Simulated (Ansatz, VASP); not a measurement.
**One calculation of Al3Ga5Sb8, two programs**

INCAR

```
SYSTEM = Al3Ga5Sb8
PREC     = Accurate       ! precision mode
ENCUT    = 520            ! plane-wave cutoff, eV
EDIFF    = 1E-6           ! SCF threshold, eV
ISMEAR   = 0              ! smearing method
SIGMA    = 0.01           ! smearing width, eV
LREAL    = Auto         
LASPH    = .True.         ! aspherical terms in the spheres
NELM     = 60             ! most SCF steps
ALGO     = Normal         ! electronic algorithm
ISIF     = 2              ! what is computed and relaxed
LWAVE    = .False.        ! write WAVECAR
LCHARG   = .False.        ! write CHGCAR
GGA      = PS             ! functional
NBANDS   = 71             ! bands
```

File KPOINTS:

```
regular mesh
0
Gamma
  3 3 3
  0 0 0
```

The input POSCAR:

```
Al3Ga5Sb8
1.0
   -6.1296492915      6.1296492915      0.0000000000
   -6.1296492915      0.0000000000      6.1296492915
    0.0005128126      6.1301621041      6.1301621041
Al Ga Sb
3 5 8
Direct
   -0.0000065894     -0.0000065894     -0.0003462752
    0.5003594539     -0.0000065894     -0.0003462752
   -0.0000065894      0.5003594539     -0.0003462752
   -0.0000254745     -0.0000254745      0.5000764236
    0.5000361010      0.5000361010     -0.0001083031
    0.4999987167     -0.0002458593      0.5002484258
   -0.0002458593      0.4999987167      0.5002484258
    0.4999987167      0.4999987167      0.5002484258
    0.8746215268      0.8746215268      0.3760886546
    0.3746682919      0.8746215268      0.3760886546
    0.8746215268      0.3746682919      0.3760886546
    0.8753816598      0.8753816598      0.8738550205
    0.3749562635      0.3749562635      0.3751312095
    0.3757002832      0.8742416891      0.8743577446
    0.8742416891      0.3757002832      0.8743577446
    0.3757002832      0.3757002832      0.8743577446
```

Input for Ansatz:

```yaml
crystal:
  lattice:
    - [-6.1296492915, 6.1296492915, 0.0]
    - [-6.1296492915, 0.0, 6.1296492915]
    - [0.0005128126, 6.1301621041, 6.1301621041]
  atoms:
    - { symbol: Al, position: [-6.5894e-06, -6.5894e-06, -0.0003462752] }
    - { symbol: Al, position: [0.5003594539, -6.5894e-06, -0.0003462752] }
    - { symbol: Al, position: [-6.5894e-06, 0.5003594539, -0.0003462752] }
    - { symbol: Ga, position: [-2.54745e-05, -2.54745e-05, 0.5000764236] }
    - { symbol: Ga, position: [0.500036101, 0.500036101, -0.0001083031] }
    - { symbol: Ga, position: [0.4999987167, -0.0002458593, 0.5002484258] }
    - { symbol: Ga, position: [-0.0002458593, 0.4999987167, 0.5002484258] }
    - { symbol: Ga, position: [0.4999987167, 0.4999987167, 0.5002484258] }
    - { symbol: Sb, position: [0.8746215268, 0.8746215268, 0.3760886546] }
    - { symbol: Sb, position: [0.3746682919, 0.8746215268, 0.3760886546] }
    - { symbol: Sb, position: [0.8746215268, 0.3746682919, 0.3760886546] }
    - { symbol: Sb, position: [0.8753816598, 0.8753816598, 0.8738550205] }
    - { symbol: Sb, position: [0.3749562635, 0.3749562635, 0.3751312095] }
    - { symbol: Sb, position: [0.3757002832, 0.8742416891, 0.8743577446] }
    - { symbol: Sb, position: [0.8742416891, 0.3757002832, 0.8743577446] }
    - { symbol: Sb, position: [0.3757002832, 0.3757002832, 0.8743577446] }
basis:
  ecutwfc: 420
kpoints:
  mp_grid: { grid: [3, 3, 3] }
  band_path: { path: [[0.0, 0.0, 0.0], [0.05, 0.0, 0.0]], npoints: 1 }
hamiltonian:
  xc: pbesol
scf:
  occupations: { method: gaussian, width: 0.01 }
  n_extra_bands: 11
output:
  forces: true
  stress: true
  eigenvalues: true
```

Alike in both runs: task single point; functional PBEsol; k mesh 3 × 3 × 3; occupations gaussian, width 0.01 eV; no spin polarisation.

|  | VASP | Ansatz |
| --- | --- | --- |
| version | VASP 6.6.1 | Ansatz 0.2.0 |
| potentials or method | VASP PAW PBE potentials, release 64 (Al, Ga_d, Sb), cutoff 520 eV | scalar-relativistic, plane waves, PAW |
| valence electrons in the cell | 114 | 194 |

|  | VASP | Ansatz | Ansatz less VASP |
| --- | --- | --- | --- |
| gap on the k mesh at the Fermi level (eV) | 0.23 | 0.23 | -0.006 |
| least direct gap on the mesh (eV) | 0.23 | 0.23 | -0.006 |
| pressure (GPa) | 0.2 | 0.0 | -0.18 |
| rms of the force components (eV/Å) | 0.006 | 0.002 | -0.0040 |

VASP's potentials were made for PBE, not for PBEsol. Atom by atom the forces differ by 0.008 eV/Å (rms over components). The functional is the same, so the differences come from potentials, cutoffs and numerics. VASP's potentials hold 114 valence electrons a cell and Ansatz's 194, so a difference there can come from the potentials and not from the codes.

Spin-orbit coupling is off throughout.
